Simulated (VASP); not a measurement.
Input of a VASP 6.6.1 run:

INCAR

```
SYSTEM = ScAs4
ALGO     = Normal         ! electronic algorithm
EDIFF    = 1E-6           ! SCF threshold, eV
ENCUT    = 500            ! plane-wave cutoff, eV
GGA      = PE             ! functional
GGA_COMPAT= .False.      
ISIF     = 2              ! what is computed and relaxed
ISMEAR   = 0              ! smearing method
LASPH    = .True.         ! aspherical terms in the spheres
LCHARG   = .False.        ! write CHGCAR
LREAL    = .False.        ! projectors in reciprocal space
LWAVE    = .False.        ! write WAVECAR
NBANDS   = 24             ! bands
NELM     = 120            ! most SCF steps
PREC     = Accurate       ! precision mode
SIGMA    = 0.1            ! smearing width, eV
```

The input KPOINTS:

```
k-points
0
Gamma
  10 10 6
  0 0 0
```

File POSCAR:

```
ScAs4
1.0
    2.6107397889     -2.6818345924      0.0000000000
    2.6107397889      2.6818345924      0.0000000000
    0.0000000000      0.0000000000      7.7236641484
Sc As
1 4
Direct
    0.0000000000      0.0000000000      0.0000000000
    0.5000000000      0.5000000000      0.8335831304
    0.5000000000      0.5000000000      0.1664168696
    0.2734701356      0.7265298644      0.5000000000
    0.7265298644      0.2734701356      0.5000000000
```

Potentials or basis: VASP PAW PBE potentials, release 64 (Sc_sv, As).

Launch:

```console
$ cat potpaw_PBE.64/Sc_sv/POTCAR potpaw_PBE.64/As/POTCAR > POTCAR
$ mpirun -np 1 vasp_std > vasp.out
```

**Question.** Predict the band gap on the k mesh.

**Answer.** Zero (an odd number of electrons rules out a gap without spin polarisation).

**Question.** What does it give for the largest force?

**Answer.** 0.049 eV/Å.

**Question.** What does it give for the pressure?

**Answer.** 0.2 GPa.

Forces on the atoms (eV/Å):
```
Sc   0.000  0.000  0.000
As   0.000  0.000 -0.025
As   0.000  0.000  0.025
As   0.000  0.049  0.000
As   0.000 -0.049  0.000
```

Caveat: an odd number of electrons without spin polarisation forces a metal; a magnetic or distorted state may lie lower.
